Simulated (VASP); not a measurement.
# Ta2N: single point with PBE

Crystal: Ta2N.

```
CELL_PARAMETERS angstrom
5.29657 0.00000 0.00000
-2.64829 4.58697 0.00000
0.00000 0.00000 4.93918
ATOMIC_POSITIONS crystal
Ta 0.66636 0.66636 0.75362
Ta 0.00000 0.33364 0.75362
Ta 0.33364 0.00000 0.75362
Ta 0.33364 0.33364 0.24638
Ta 0.00000 0.66636 0.24638
Ta 0.66636 0.00000 0.24638
N 0.66667 0.33333 0.50000
N 0.33333 0.66667 0.50000
N 0.00000 0.00000 0.00000
```

```
Program             : VASP 6.6.1
Task                : single point
Functional          : PBE
Potentials or basis : VASP PAW PBE potentials, release 64 (Ta_pv, N)
Cutoff              : 520 eV
k mesh              : 6 × 6 × 6
Occupations         : gaussian, width 0.05 eV
Spin                : no spin polarisation
```

```yaml
Pressure: 3.3 GPa
Largest_force: 0.073 eV/Å
```

Forces in eV/Å, atoms in the order of the input:
```
Ta   0.007  0.013 -0.071
Ta   0.007 -0.013 -0.071
Ta  -0.015  0.000 -0.071
Ta  -0.007 -0.013  0.071
Ta  -0.007  0.013  0.071
Ta   0.015  0.000  0.071
N    0.000  0.000  0.000
N    0.000  0.000  0.000
N    0.000  0.000  0.000
```

Stress tensor (GPa, compression positive):
```
2.99 0.00 0.00
0.00 2.99 0.00
0.00 0.00 3.85
```

Levels at points of the mesh, in eV from the Fermi level:
| k point | band 39 | band 40 | band 41 | band 42 | band 43 | band 44 |
| --- | --- | --- | --- | --- | --- | --- |
| (0.00, 0.00, 0.00) | -0.45 | -0.45 | -0.33 | -0.06 | -0.06 | 0.75 |
| (0.50, 0.00, 0.00) | -1.38 | 0.40 | 0.61 | 0.99 | 1.03 | 1.84 |
| (0.00, 0.00, 0.50) | -1.36 | -1.36 | -0.89 | 0.68 | 0.68 | 0.90 |
| (0.50, 0.00, 0.50) | -1.17 | -0.73 | -0.08 | 0.18 | 0.20 | 0.66 |

It took 2.3 min on 1 thread of Intel(R) Xeon(R) 6975P-C (Granite Rapids), on a shared host, peak memory 0.32 GiB.

Caveat: spin-orbit coupling is left out, which moves the levels of the heavy elements.
